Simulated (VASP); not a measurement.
# AlRu (P4/mmm) in VASP: notebook

The runs below take AlRu through single point, with PBEsol.

Everything below comes from runs of VASP 6.6.1. Logs are shortened: lines on timing, memory, paths and dates and some standing lists are left out, and cuts for length are marked.

### Step 1. The cell of the first run

The structure is tetragonal, space group P4/mmm (No. 123). Conventional cell: a = 3.021 Å, b = 3.021 Å, c = 2.950 Å, α = 90.00°, β = 90.00°, γ = 90.00°. Within 3.4 Å of Al (site symmetry 4/mmm) lie 8 Ru at 2.60 Å and 6 Al at 2.95 to 3.02 Å. Ru (site symmetry 4/mmm) has 8 Al at 2.60 Å and 6 Ru at 2.95 to 3.02 Å within 3.4 Å.

### Step 2. Single point, PBEsol (biaxial strain in the a-b plane: +1.5 %)

INCAR

```
SYSTEM = AlRu
ALGO = Fast ; EDIFF = 1E-6
ENCUT = 520 ; GGA = PS
ISIF = 2 ; ISMEAR = 0
LASPH = .True. ; LCHARG = .False.
LREAL = .False. ; LWAVE = .False.
NBANDS = 16 ; NELM = 100
PREC = Accurate ; SIGMA = 0.1
```

KPOINTS

```
k-points
0
Gamma
  18 18 18
  0 0 0
```

POSCAR

```
AlRu
1.0
    3.0209591711      0.0000000000      0.0000000000
    0.0000000000      3.0209591711      0.0000000000
    0.0000000000      0.0000000000      2.9495276242
Al Ru
1 1
Direct
    0.0000000000      0.0000000000      0.0000000000
    0.5000000000      0.5000000000      0.5000000000
```

Potentials or basis: VASP PAW PBE potentials, release 64 (Al, Ru_pv).

Launch:

```console
cat potpaw_PBE.64/Al/POTCAR potpaw_PBE.64/Ru_pv/POTCAR > POTCAR
mpirun -np 1 vasp_std > vasp.out
```

OUTCAR:

```text
SYSTEM = AlRu
   EDIFF = 1E-6
   ENCUT = 520
   GGA = PS
   ISIF = 2
   ISMEAR = 0
   LASPH = .True.
   LREAL = .False.
   NELM = 100
   PREC = Accurate

 ion  position               nearest neighbor table
   1  0.000  0.000  0.000-   2 2.60   2 2.60   2 2.60   2 2.60   2 2.60   2 2.60   2 2.60   2 2.60

   2  0.500  0.500  0.500-   1 2.60   1 2.60   1 2.60   1 2.60   1 2.60   1 2.60   1 2.60   1 2.60

  LATTYP: Found a simple tetragonal cell.
 ALAT       =     3.0209591711
 C/A-ratio  =     0.9763546798

  Lattice vectors:

 A1 = (   3.0209591711,   0.0000000000,   0.0000000000)
 A2 = (   0.0000000000,   3.0209591711,   0.0000000000)
 A3 = (   0.0000000000,   0.0000000000,   2.9495276242)

Analysis of symmetry for initial positions (statically):
=====================================================================
 Subroutine PRICEL returns:
 Original cell was already a primitive cell.

 Routine SETGRP: Setting up the symmetry group for a
 simple tetragonal supercell.

 Subroutine GETGRP returns: Found 16 space group operations
 (whereof 16 operations were pure point group operations)
 out of a pool of 16 trial point group operations.

The static configuration has the point symmetry D_4h.

Analysis of symmetry for dynamics (positions and initial velocities):
=====================================================================
 Subroutine PRICEL returns:
 Original cell was already a primitive cell.

 Routine SETGRP: Setting up the symmetry group for a
 simple tetragonal supercell.

 Subroutine GETGRP returns: Found 16 space group operations
 (whereof 16 operations were pure point group operations)
 out of a pool of 16 trial point group operations.

The dynamic configuration has the point symmetry D_4h.

 Subroutine INISYM returns: Found 16 space group operations
 (whereof 16 operations are pure point group operations),
 and found     1 'primitive' translations

----------------------------------------------------------------------------------------

                                     Primitive cell

  volume of cell :      26.9180

  direct lattice vectors                    reciprocal lattice vectors
     3.020959171  0.000000000  0.000000000     0.331020694  0.000000000  0.000000000
     0.000000000  3.020959171  0.000000000     0.000000000  0.331020694  0.000000000
     0.000000000  0.000000000  2.949527624     0.000000000  0.000000000  0.339037340

  length of vectors
     3.020959171  3.020959171  2.949527624     0.331020694  0.331020694  0.339037340

[... 81 lines left out ...]
   LREAL  =      F    real-space projection
   EDIFFG = 0.1E-04   stopping-criterion for IOM
   NSW    =      0    number of steps for IOM
   IBRION =     -1    ionic relax: 0-MD 1-quasi-New 2-CG
   NFREE  =      0    steps in history (QN), initial steepest desc. (CG)
   ISIF   =      2    stress and relaxation
   ISYM   =      2    0-nonsym 1-usesym 2-fastsym
   POTIM  = 0.5000    time-step for ionic-motion
   TEBEG  =    0.0;   TEEND  =   0.0 temperature during run
   PSTRESS=    0.0 pullay stress
   NELECT =      17.0000    total number of electrons
   NUPDOWN=      -1.0000    fix difference up-down
   EMIN   =  10.00;   EMAX   =-10.00  energy-range for DOS
   EFERMI =   0.00;   METHOD = LEGACY
   ISMEAR =     0;   SIGMA  =   0.10  broadening in eV -4-tet -1-fermi 0-gaus
   EFERMI_NEDOS =   21; number of points for ismear=-14 and -15
   IALGO  =     68    algorithm
   IMIX   =      4    mixing-type and parameters
     AMIX     =   0.40;   BMIX     =  1.00
     AMIX_MAG =   1.60;   BMIX_MAG =  1.00
  volume/ion in A,a.u.               =      13.46        90.83
  Fermi-wavevector in a.u.,A,eV,Ry     =   1.404571  2.654255 26.841847  1.972820
  Thomas-Fermi vector in A             =   2.527119
   LORBIT       =      0    0 simple, 1 ext, 2 COOP (PROOUT), +10 PAW based schemes
   GGA     = PS    functional components
   LHFCALC =     F    Hartree Fock is set to
   AEXX    =    0.0000 exact exchange contribution
   IVDW    =     0    specifies the selected vdW correction
   LEPSILON=     F    determine dielectric tensor
   LRPA    =     F    only Hartree local field effects (RPA)
 non-spin polarized calculation
 RMM-DIIS sequential band-by-band and
 Gauss-broadening in eV      SIGMA  =   0.10
  energy-cutoff  :      520.00
  volume of cell :       26.92
 maximum number of plane-waves:       739
 NGX is ok and might be reduce to    24
   NGX = 11   NGY = 11   NGZ = 11

 number of electron      16.9999999 magnetization

 Free energy of the ion-electron system (eV)
  ---------------------------------------------------
  ext. energy  EPLUGINS =         0.00000000
  ---------------------------------------------------
  free energy    TOTEN  =       -15.51219755 eV

  energy without entropy =      -15.50460335  energy(sigma->0) =      -15.50840045

 E-fermi :  10.5228     XC(G=0): -12.6596

 val. band max:       10.5175652749   @ k =   0.3889   0.2222   0.3889
 cond. band min:      10.5255929338   @ k =   0.1111   0.0000   0.1111
 fundamental gap:      0.0080276589
 Fermi energy:        10.5227692372

 k-point     1 :       0.0000    0.0000    0.0000
  band No.  band energies     occupation
      1     -31.2018      2.00000
      2     -31.2018      2.00000
      3     -31.1694      2.00000
      4       0.8688      2.00000
      5       6.9512      2.00000
      6       6.9623      2.00000
[... 433 lines left out ...]
      3     -31.1558      2.00000
      4       2.9989      2.00000
      5       6.6609      2.00000
      6       7.5975      2.00000
[... 8 lines left out ...]
     15      24.2147      0.00000
     16      24.6398      0.00000

 [... further k-points ...]

------------------------ aborting loop because EDIFF is reached ----------------------------------------

  FORCE on cell =-STRESS in cart. coord.  units (eV):
  Direction    XX          YY          ZZ          XY          YZ          ZX
  --------------------------------------------------------------------------------------
  -------------------------------------------------------------------------------------
  Total       -0.9721322     -0.9721322     -0.2592913      0.0000000      0.0000000      0.0000000
  in kB      -57.8620408    -57.8620408    -15.4332153      0.0000000      0.0000000      0.0000000
  external PRESSURE =     -43.7190990 kB  Pullay stress =       0.0000000 kB

 VOLUME and BASIS-vectors are now :
 -----------------------------------------------------------------------------
  energy-cutoff  :      520.00
  volume of cell :       26.92
      direct lattice vectors                 reciprocal lattice vectors
     3.020959171  0.000000000  0.000000000     0.331020694  0.000000000  0.000000000
     0.000000000  3.020959171  0.000000000     0.000000000  0.331020694  0.000000000
     0.000000000  0.000000000  2.949527624     0.000000000  0.000000000  0.339037340

 POSITION                                       TOTAL-FORCE (eV/Angst)
 -----------------------------------------------------------------------------------
      0.00000      0.00000      0.00000         0.000000      0.000000      0.000000
      1.51048      1.51048      1.47476         0.000000      0.000000      0.000000
 -----------------------------------------------------------------------------------
    total drift:                                0.000000     -0.000000     -0.000000

  FREE ENERGIE OF THE ION-ELECTRON SYSTEM (eV)
  ---------------------------------------------------
  free  energy   TOTEN  =       -15.5121975523 eV

  energy  without entropy=      -15.5046033458  energy(sigma->0) =      -15.50840045
```

It took 52 s on 1 thread of Intel Xeon 6975P-C (Granite Rapids), shared host; peak memory 0.33 GiB.

What came out:

| Item | Value |
| --- | --- |
| Free energy | -15.5122 eV |
| Pressure | -4.4 GPa |
| Band gap on the k mesh | zero (an odd number of electrons rules out a gap without spin polarisation) |

Levels at points of the mesh, in eV from the Fermi level:
```
           k point  band 6  band 7  band 8  band 9  band 10  band 11  band 12  band 13
(0.00, 0.00, 0.00)   -3.56    0.08    0.24    0.24     5.80     5.80     6.54    10.89
(0.50, 0.00, 0.00)   -2.80   -1.68   -1.40    0.48     2.12     7.45    10.76    11.39
(0.50, 0.50, 0.00)   -1.45   -1.45   -1.01   -1.01     1.41     5.01     6.12    10.93
(0.00, 0.00, 0.50)   -2.71   -1.69   -1.69    0.37     2.53     7.44    10.77    10.77
(0.50, 0.00, 0.50)   -1.40   -1.27   -1.23   -1.19     1.56     5.36     6.27    10.38
(0.50, 0.50, 0.50)   -4.57    1.52    1.69    2.57     4.04     4.04     4.19     8.30
```

Caveat: the cell differs from its parent crystal (biaxial strain in the a-b plane: +1.5 %); the cell stands under tension; the PAW data sets were made with another functional, which shifts forces and pressure a little.

### Step 3. Single point, PBEsol (biaxial strain in the a-b plane: +3.0 %, then relaxed in part)

INCAR

```
PREC = Accurate
ENCUT = 520
EDIFF = 1E-6
ISMEAR = 0
SIGMA = 0.1
LREAL = False
LASPH = True
NELM = 80
ALGO = Fast
ISIF = 2
LWAVE = False
LCHARG = False
GGA = PS
NBANDS = 16
```

KPOINTS

```
regular mesh
0
Gamma
  18 18 18
```

POSCAR

```
AlRu
1.0
    3.0656038880      0.0000000000      0.0000000000
    0.0000000000      3.0656038880      0.0000000000
    0.0000000000      0.0000000000      2.8997260111
Al Ru
1 1
Direct
    0.0000000000      0.0000000000      0.0000000000
    0.5000000000      0.5000000000      0.5000000000
```

Potentials or basis: VASP PAW PBE potentials, release 64 (Al, Ru_pv).

Launch:

```console
cat potpaw_PBE.64/Al/POTCAR potpaw_PBE.64/Ru_pv/POTCAR > POTCAR
mpirun -np 1 vasp_std > vasp.out
```

It took 51 s on 1 thread of Intel Xeon 6975P-C (Granite Rapids), shared host; peak memory 0.33 GiB.

Results (log left out):

```yaml
Free_energy: -15.4763 eV
Pressure: -6.4 GPa
Band_gap_on_the_k_mesh: zero (an odd number of electrons rules out a gap without spin polarisation)
```

Stress tensor (GPa, compression positive):
```
-9.59  0.00  0.00
 0.00 -9.59  0.00
 0.00  0.00  0.13
```

Levels at points of the mesh, in eV from the Fermi level:
```tsv
k point	band 7	band 8	band 9	band 10	band 11	band 12
(0.00, 0.00, 0.00)	-0.07	0.30	0.30	5.41	5.41	7.13
(0.50, 0.00, 0.00)	-1.79	-1.14	0.51	1.88	7.41	10.40
(0.50, 0.50, 0.00)	-1.58	-0.80	-0.80	1.23	4.62	5.82
(0.00, 0.00, 0.50)	-1.82	-1.82	0.27	2.82	7.42	10.43
(0.50, 0.00, 0.50)	-1.41	-1.22	-1.07	1.54	5.47	6.16
(0.50, 0.50, 0.50)	1.36	1.75	2.49	3.93	3.93	4.28
```

Caveat: the cell differs from its parent crystal (biaxial strain in the a-b plane: +3.0 %, then relaxed in part); the cell stands under tension; the PAW data sets were made with another functional, which shifts forces and pressure a little.

(Continued in part 2 of 2.)
